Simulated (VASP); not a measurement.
# Au (P6_3/mmc) in VASP: notebook, part 2 of 2

VASP 6.6.1.

## 4. Single point, revPBE

This run uses another cell than the first one, of 18.36 Å³/atom, 1.136 times its volume.

Contents of INCAR:

```
PREC = Accurate
ENCUT = 520
EDIFF = 1E-6
ISMEAR = -1
SIGMA = 0.1
LREAL = False
LASPH = True
NELM = 100
ALGO = Normal
ISIF = 2
LWAVE = False
LCHARG = False
GGA = RE
NBANDS = 18
```

Contents of KPOINTS:

```
Automatic mesh
0
Gamma
  14 14 7
```

Contents of POSCAR:

```
Au
1.0
    2.9350040492      0.0000000000      0.0000000000
   -1.4675020246      2.5417880668      0.0000000000
    0.0000000000      0.0000000000      4.9228962718
Au
2
Direct
    0.3333333333      0.6666666667      0.2500000000
    0.6666666667      0.3333333333      0.7500000000
```

Potentials or basis: VASP PAW PBE potentials, release 64 (Au).

Launch:

```sh
> cat potpaw_PBE.64/Au/POTCAR > POTCAR
> mpirun -np 1 vasp_std > vasp.out
```

OUTCAR:

```text
PREC = Accurate
   ENCUT = 520
   EDIFF = 1E-6
   ISMEAR = -1
   LREAL = False
   LASPH = True
   NELM = 100
   ISIF = 2
   GGA = RE

 ion  position               nearest neighbor table
   1  0.333  0.667  0.250-   2 2.99   2 2.99   2 2.99   2 2.99   2 2.99   2 2.99
   2  0.667  0.333  0.750-   1 2.99   1 2.99   1 2.99   1 2.99   1 2.99   1 2.99

  LATTYP: Found a hexagonal cell.
 ALAT       =     2.9350040492
 C/A-ratio  =     1.6773047632

  Lattice vectors:

 A1 = (   2.9350040492,   0.0000000000,   0.0000000000)
 A2 = (  -1.4675020246,   2.5417880668,   0.0000000000)
 A3 = (   0.0000000000,   0.0000000000,   4.9228962718)

Analysis of symmetry for initial positions (statically):
=====================================================================
 Subroutine PRICEL returns:
 Original cell was already a primitive cell.

 Routine SETGRP: Setting up the symmetry group for a
 hexagonal supercell.

 Subroutine GETGRP returns: Found 24 space group operations
 (whereof 12 operations were pure point group operations)
 out of a pool of 24 trial point group operations.

The static configuration has the point symmetry D_3d.
 The point group associated with its full space group is D_6h.

Analysis of symmetry for dynamics (positions and initial velocities):
=====================================================================
 Subroutine PRICEL returns:
 Original cell was already a primitive cell.

 Routine SETGRP: Setting up the symmetry group for a
 hexagonal supercell.

 Subroutine GETGRP returns: Found 24 space group operations
 (whereof 12 operations were pure point group operations)
 out of a pool of 24 trial point group operations.

The dynamic configuration has the point symmetry D_3d.
[... 106 lines left out ...]
   ISIF   =      2    stress and relaxation
   ISYM   =      2    0-nonsym 1-usesym 2-fastsym
   POTIM  = 0.5000    time-step for ionic-motion
   TEBEG  =    0.0;   TEEND  =   0.0 temperature during run
   PSTRESS=    0.0 pullay stress
   NELECT =      22.0000    total number of electrons
   NUPDOWN=      -1.0000    fix difference up-down
   EMIN   =  10.00;   EMAX   =-10.00  energy-range for DOS
   EFERMI =   0.00;   METHOD = LEGACY
   ISMEAR =    -1;   SIGMA  =   0.10  broadening in eV -4-tet -1-fermi 0-gaus
   EFERMI_NEDOS =   21; number of points for ismear=-14 and -15
   IALGO  =     38    algorithm
   IMIX   =      4    mixing-type and parameters
     AMIX     =   0.40;   BMIX     =  1.00
     AMIX_MAG =   1.60;   BMIX_MAG =  1.00
  volume/ion in A,a.u.               =      18.36       123.92
  Fermi-wavevector in a.u.,A,eV,Ry     =   1.380044  2.607904 25.912573  1.904520
  Thomas-Fermi vector in A             =   2.504957
   LORBIT       =      0    0 simple, 1 ext, 2 COOP (PROOUT), +10 PAW based schemes
   GGA     = RE    functional components
   LHFCALC =     F    Hartree Fock is set to
   AEXX    =    0.0000 exact exchange contribution
   IVDW    =     0    specifies the selected vdW correction
   LEPSILON=     F    determine dielectric tensor
   LRPA    =     F    only Hartree local field effects (RPA)
 non-spin polarized calculation
  energy-cutoff  :      520.00
  volume of cell :       36.73
 maximum number of plane-waves:      1021
 NGX is ok and might be reduce to    24
   NGX = 11   NGY = 11   NGZ = 19

 number of electron      21.9999997 magnetization

 Free energy of the ion-electron system (eV)
  ---------------------------------------------------
  ext. energy  EPLUGINS =         0.00000000
  ---------------------------------------------------
  free energy    TOTEN  =        -5.46353099 eV

  energy without entropy =       -5.43583890  energy(sigma->0) =       -5.44968495

 E-fermi :   8.3620     XC(G=0): -12.2041

 val. band max:        8.3596768151   @ k =   0.4286   0.0714   0.1429
 cond. band min:       8.3715088467   @ k =   0.3571   0.1429   0.2857
 fundamental gap:      0.0118320316
 Fermi energy:         8.3620187642

 k-point     1 :       0.0000    0.0000    0.0000
  band No.  band energies     occupation
      1      -0.7089      2.00000
      2       1.6253      2.00000
      3       3.8932      2.00000
      4       4.1372      2.00000
      5       4.1372      2.00000
      6       4.4090      2.00000
[... 481 lines left out ...]
      5       3.9735      2.00000
      6       4.0948      2.00000
[... 10 lines left out ...]
     17      18.9611      0.00000
     18      19.2004      0.00000

 [... further k-points ...]
[... 5 lines left out ...]
  --------------------------------------------------------------------------------------
  -------------------------------------------------------------------------------------
  Total        0.0425712      0.0425712     -0.0311901     -0.0000000      0.0000000      0.0000000
  in kB        1.8571981      1.8571981     -1.3606867     -0.0000000      0.0000000      0.0000000
  external PRESSURE =       0.7845698 kB  Pullay stress =       0.0000000 kB

 VOLUME and BASIS-vectors are now :
 -----------------------------------------------------------------------------
  energy-cutoff  :      520.00
  volume of cell :       36.73
      direct lattice vectors                 reciprocal lattice vectors
     2.935004049  0.000000000  0.000000000     0.340715032  0.196711916  0.000000000
    -1.467502025  2.541788067  0.000000000     0.000000000  0.393423831  0.000000000
     0.000000000  0.000000000  4.922896272     0.000000000  0.000000000  0.203132454

 POSITION                                       TOTAL-FORCE (eV/Angst)
 -----------------------------------------------------------------------------------
     -0.00000      1.69453      1.23072        -0.000000      0.000000      0.000000
      1.46750      0.84726      3.69217         0.000000     -0.000000      0.000000
 -----------------------------------------------------------------------------------
    total drift:                               -0.000000      0.000000     -0.000000

  FREE ENERGIE OF THE ION-ELECTRON SYSTEM (eV)
  ---------------------------------------------------
  free  energy   TOTEN  =        -5.4635309884 eV

  energy  without entropy=       -5.4358389042  energy(sigma->0) =       -5.44968495
```

stdout:

```text
POSCAR found type information on POSCAR Au
 POSCAR found :  1 types and       2 ions
 scaLAPACK will be used
 -----------------------------------------------------------------------------
|                                                                             |
|                                                                             |
|     You enforced a specific xc type in the INCAR file but a different       |
|     I HOPE YOU KNOW WHAT YOU ARE DOING!                                     |
|                                                                             |
 -----------------------------------------------------------------------------

 LDA part: xc-table for (Slater+PW92), standard interpolation
 POSCAR, INCAR and KPOINTS ok, starting setup
 FFT: planning ... GRIDC
 FFT: planning ... GRID_SOFT
 FFT: planning ... GRID
 WAVECAR not read
 entering main loop
```

Run time: 15 s. Hardware: 1 thread of Intel Xeon 6975P-C (Granite Rapids), shared host; peak memory 0.19 GiB.

What came out:

```yaml
Free_energy: -5.4635 eV
Pressure: 0.1 GPa
Band_gap_on_the_k_mesh: zero (band 11 reaches 11.54 eV, above the bottom of band 12 at 5.93 eV)
```

Caveat: the PAW data sets were made with another functional, which shifts forces and pressure a little; spin-orbit coupling is left out, which moves the levels of the heavy elements.

## 5. Overview

```csv
cell,gap on the mesh (eV),pressure (GPa)
"a = 2.813, b = 2.813, c = 4.718 Å, angles 90.0, 90.0, 120.0°, 2 atoms",none,23.2
"a = 2.895, b = 2.895, c = 4.856 Å, angles 90.0, 90.0, 120.0°, 2 atoms",none,5.8
"a = 2.935, b = 2.935, c = 4.923 Å, angles 90.0, 90.0, 120.0°, 2 atoms",none,0.1
```

Alike in all rows: task single point; level revPBE; potentials or basis VASP PAW PBE potentials, release 64 (Au); no spin polarisation; k mesh 14 × 14 × 7; cutoff (eV) 520; smearing fermi-dirac 0.1 eV.

Caveats: the PAW data sets were made with another functional, which shifts forces and pressure a little; spin-orbit coupling is left out, which moves the levels of the heavy elements.

Total energies depend on the potentials used, so only differences within one code and one set of settings carry meaning.
